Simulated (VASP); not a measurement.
# Pt (P6_3/mmc) in VASP: a series of runs, part 3 of 3

VASP 6.6.1. The steps go on from the part before.

## (5) Relaxation of cell and atoms, PBEsol, target pressure 5 GPa, at which the enthalpy is minimised

This run uses another cell than the first one, of 15.81 Å³/atom.

INCAR

```
SYSTEM = Pt
PREC     = Accurate       ! precision mode
ENCUT    = 600            ! plane-wave cutoff, eV
EDIFF    = 1E-7           ! SCF threshold, eV
ISMEAR   = -1             ! smearing method
SIGMA    = 0.05           ! smearing width, eV
LREAL    = .False.        ! projectors in reciprocal space
LASPH    = .True.         ! aspherical terms in the spheres
NELM     = 80             ! most SCF steps
ALGO     = Normal         ! electronic algorithm
ISIF     = 3              ! what is computed and relaxed
LWAVE    = .False.        ! write WAVECAR
LCHARG   = .False.        ! write CHGCAR
GGA      = PS             ! functional
IBRION   = 2              ! ionic algorithm
NSW      = 60             ! ionic steps
EDIFFG   = -0.01          ! ionic threshold
PSTRESS  = 50.0
```

KPOINTS

```
Automatic mesh
0
Gamma
  11 11 6
  0 0 0
```

POSCAR

```
Pt
1.0
    2.7606656158      0.0000000000      0.0000000000
   -1.3803328079      2.3908065546      0.0000000000
    0.0000000000      0.0000000000      4.7921340000
Pt
2
Direct
    0.3333333333      0.6666666667      0.2500000000
    0.6666666667      0.3333333333      0.7500000000
```

Potentials or basis: VASP PAW PBE potentials, release 64 (Pt).

Command:

```bash
> cat potpaw_PBE.64/Pt/POTCAR > POTCAR
> mpirun -np 1 vasp_std > vasp.out
```

OUTCAR:

```text
SYSTEM = Pt
   PREC = Accurate
   ENCUT = 600
   EDIFF = 1E-7
   ISMEAR = -1
   LREAL = .False.
   LASPH = .True.
   NELM = 80
   ISIF = 3
   GGA = PS
   IBRION = 2
   NSW = 60
   EDIFFG = -0.01
   PSTRESS = 50.0

 ion  position               nearest neighbor table
   1  0.333  0.667  0.250-   2 2.88   2 2.88   2 2.88   2 2.88   2 2.88   2 2.88
   2  0.667  0.333  0.750-   1 2.88   1 2.88   1 2.88   1 2.88   1 2.88   1 2.88

  LATTYP: Found a hexagonal cell.
 ALAT       =     2.7606656158
 C/A-ratio  =     1.7358618054

  Lattice vectors:

 A1 = (   2.7606656158,   0.0000000000,   0.0000000000)
 A2 = (  -1.3803328079,   2.3908065546,   0.0000000000)
 A3 = (   0.0000000000,   0.0000000000,   4.7921340000)

Analysis of symmetry for initial positions (statically):
=====================================================================
 Subroutine PRICEL returns:
 Original cell was already a primitive cell.
[... 388 lines left out ...]
      5       7.5809      2.00000
      6       8.0148      2.00000
      7       8.0148      2.00000
      8       9.2489      2.00000
      9       9.2489      2.00000
     10      10.3903      2.00000
     11      11.0973      1.98693
     12      11.0973      1.98693
     13      16.5874      0.00000
     14      26.2558      0.00000
[... 377 lines left out ...]
      1       3.0603      2.00000
      2       5.1917      2.00000
      3       6.3785      2.00000
      4       6.5495      2.00000
      5       7.2296      2.00000
      6       7.8345      2.00000
      7       8.5925      2.00000
      8       8.8815      2.00000
      9       9.5670      2.00000
     10       9.6927      2.00000
     11      11.1353      1.97224
     12      14.1764      0.00000
     13      18.8487      0.00000
     14      25.0136      0.00000

 [... further k-points ...]

------------------------ aborting loop because EDIFF is reached ----------------------------------------

  FORCE on cell =-STRESS in cart. coord.  units (eV):
  Direction    XX          YY          ZZ          XY          YZ          ZX
  --------------------------------------------------------------------------------------
  -------------------------------------------------------------------------------------
  Total        0.9339575      0.9339575      0.9208699     -0.0000000      0.0000000      0.0000000
  in kB       50.3208025     50.3208025     49.6156565     -0.0000000      0.0000000      0.0000000
  external PRESSURE =       0.0857538 kB  Pullay stress =      50.0000000 kB
[... 21 lines left out ...]
  energy  without entropy=      -13.7622470307  energy(sigma->0) =      -13.77985570

  enthalpy is  TOTEN    =       -12.8694610325 eV   P V=        0.9280033352

 reached required accuracy - stopping structural energy minimisation
```

CONTCAR:

```text
Pt
   1.00000000000000
     2.7180552036167751   -0.0000000000000000   -0.0000000000000000
    -1.3590276018083876    2.3539048551831923   -0.0000000000000000
    -0.0000000000000000   -0.0000000000000000    4.6477519038578761
  Pt
     2
Direct
     0.3333333332999970    0.6666666667000030    0.2500000000000000
     0.6666666667000030    0.3333333332999970    0.7500000000000000

  0.00000000E+00  0.00000000E+00  0.00000000E+00
  0.00000000E+00  0.00000000E+00  0.00000000E+00
```

It took 95 s on 1 thread of Intel Xeon Platinum 8488C (Sapphire Rapids), shared host; peak memory 0.19 GiB.

Results:

- Free energy: -13.7975 eV
- Relaxed volume: 14.87 Å³/atom
- Relaxed cell: a = 2.718 Å, b = 2.718 Å, c = 4.648 Å, α = 90.00°, β = 90.00°, γ = 120.00°
- Space group after relaxing (to 0.1 Å): P6_3/mmc (No. 194)
- Energy change on relaxing (the run minimises the enthalpy): -21.5 meV/atom
- Ionic steps: 10
- Pressure after relaxing: 5.0 GPa
- Band gap on the k mesh: zero (bands 10 and 11 overlap by 1.30 eV)

The path:
| step | energy change (eV) | largest force (eV/Å) | pressure (GPa) | volume (Å³) |
| --- | --- | --- | --- | --- |
| 1 | 0.0000 | 0.0000 | -10.93 | 31.63 |
| 2 | 1.1858 | 0.0000 | 91.32 | 24.96 |
| 3 | -0.0441 | 0.0000 | 3.80 | 29.89 |
| 4 | -0.0418 | 0.0000 | 4.73 | 29.80 |
| 5 | -0.0407 | 0.0000 | 5.10 | 29.76 |
| 6 | -0.0425 | 0.0000 | 5.14 | 29.72 |
| 7 | -0.0425 | 0.0000 | 5.14 | 29.72 |
| 8 | -0.0425 | 0.0000 | 5.14 | 29.72 |
| 9 | -0.0440 | 0.0000 | 4.63 | 29.77 |
| 10 | -0.0429 | 0.0000 | 5.01 | 29.74 |

Final structure:
```yaml
crystal:
  lattice:
    - [2.71806, 0.00000, 0.00000]
    - [-1.35903, 2.35390, 0.00000]
    - [0.00000, 0.00000, 4.64775]
  atoms:
    - { symbol: Pt, position: [0.33333, 0.66667, 0.25000] }
    - { symbol: Pt, position: [0.66667, 0.33333, 0.75000] }
```

Caveat: the cell is relaxed towards a set pressure, so the run minimises the enthalpy, not the energy; the PAW data sets were made with another functional, which shifts forces and pressure a little; spin-orbit coupling is left out, which moves the levels of the heavy elements.

## (6) Relaxation of cell and atoms, PBEsol, target pressure 10 GPa, at which the enthalpy is minimised

This run uses another cell than the first one, of 15.81 Å³/atom.

INCAR

```
PREC = Accurate ; ENCUT = 600
EDIFF = 1E-6 ; ISMEAR = -1
SIGMA = 0.05 ; LREAL = False
LASPH = True ; NELM = 100
ALGO = Fast ; ISIF = 3
LWAVE = False ; LCHARG = False
GGA = PS ; IBRION = 2
NSW = 60 ; EDIFFG = -0.01
PSTRESS = 100.0
```

KPOINTS

```
regular mesh
0
Gamma
  11 11 6
```

POSCAR is that of step 5.

Potentials or basis: VASP PAW PBE potentials, release 64 (Pt).

Command:

```bash
> cat potpaw_PBE.64/Pt/POTCAR > POTCAR
> mpirun -np 1 vasp_std > vasp.out
```

It took 1.9 min on 1 thread of Intel Xeon Platinum 8488C (Sapphire Rapids), shared host; peak memory 0.19 GiB.

The run converged. Its results:

```
Free energy                                                : -13.7761 eV
Relaxed volume                                             : 14.64 Å³/atom
Relaxed cell                                               : a = 2.706 Å, b = 2.706 Å, c = 4.618 Å, α = 90.00°, β = 90.00°, γ = 120.00°
Space group after relaxing (to 0.1 Å)                      : P6_3/mmc (No. 194)
Energy change on relaxing (the run minimises the enthalpy) : -10.8 meV/atom
Ionic steps                                                : 10
Pressure after relaxing                                    : 10.0 GPa
Band gap on the k mesh                                     : zero (bands 10 and 11 overlap by 1.33 eV)
```

The path:
| step | energy change (eV) | largest force (eV/Å) | pressure (GPa) | volume (Å³) |
| --- | --- | --- | --- | --- |
| 1 | 0.0000 | 0.0000 | -10.89 | 31.63 |
| 2 | 2.6061 | 0.0000 | 156.85 | 23.10 |
| 3 | -0.0309 | 0.0000 | 7.70 | 29.52 |
| 4 | -0.0236 | 0.0000 | 9.26 | 29.38 |
| 5 | -0.0194 | 0.0000 | 10.06 | 29.31 |
| 6 | -0.0205 | 0.0000 | 10.17 | 29.26 |
| 7 | -0.0207 | 0.0000 | 10.16 | 29.26 |
| 8 | -0.0208 | 0.0000 | 10.15 | 29.27 |
| 9 | -0.0238 | 0.0000 | 9.58 | 29.31 |
| 10 | -0.0216 | 0.0000 | 10.01 | 29.28 |

Final structure:
```
CELL_PARAMETERS angstrom
2.70573 0.00000 0.00000
-1.35286 2.34323 0.00000
0.00000 0.00000 4.61783
ATOMIC_POSITIONS crystal
Pt 0.33333 0.66667 0.25000
Pt 0.66667 0.33333 0.75000
```

Levels at points of the mesh, in eV from the Fermi level:
```
           k point  band 6  band 7  band 8  band 9  band 10  band 11  band 12  band 13  band 14
(0.00, 0.00, 0.00)   -3.41   -3.41   -2.17   -2.17    -1.02    -0.26    -0.26     5.37    14.86
(0.00, 0.00, 0.50)   -3.88   -3.88   -3.88   -0.92    -0.92    -0.92    -0.92    12.73    12.73
```

Caveat: the cell is relaxed towards a set pressure, so the run minimises the enthalpy, not the energy; the PAW data sets were made with another functional, which shifts forces and pressure a little; spin-orbit coupling is left out, which moves the levels of the heavy elements.

## (7) The runs side by side

| task | cell | cutoff (eV) | gap on the mesh (eV) | pressure (GPa) |
| --- | --- | --- | --- | --- |
| single point | a = 2.726, b = 2.726, c = 4.670 Å, angles 90.0, 90.0, 120.0°, 2 atoms | 520 | none | 1.6 |
| relaxation of cell and atoms | relaxed from a = 2.761, b = 2.761, c = 4.792 Å, angles 90.0, 90.0, 120.0°, 2 atoms | 600 | none | 0.0 |
| relaxation of cell and atoms | relaxed to 2 GPa from a = 2.761, b = 2.761, c = 4.792 Å, angles 90.0, 90.0, 120.0°, 2 atoms | 600 | none | 2.0 |
| relaxation of cell and atoms | relaxed to 5 GPa from a = 2.761, b = 2.761, c = 4.792 Å, angles 90.0, 90.0, 120.0°, 2 atoms | 600 | none | 5.0 |
| relaxation of cell and atoms | relaxed to 10 GPa from a = 2.761, b = 2.761, c = 4.792 Å, angles 90.0, 90.0, 120.0°, 2 atoms | 600 | none | 10.0 |

Alike in all rows: level PBEsol; potentials or basis VASP PAW PBE potentials, release 64 (Pt); no spin polarisation; k mesh 11 × 11 × 6; smearing fermi-dirac 0.05 eV.

Caveats: the PAW data sets were made with another functional, which shifts forces and pressure a little; spin-orbit coupling is left out, which moves the levels of the heavy elements; the cell is relaxed towards a set pressure, so the run minimises the enthalpy, not the energy (at least some runs).

Absolute energies hang on the potentials; compare differences alone.
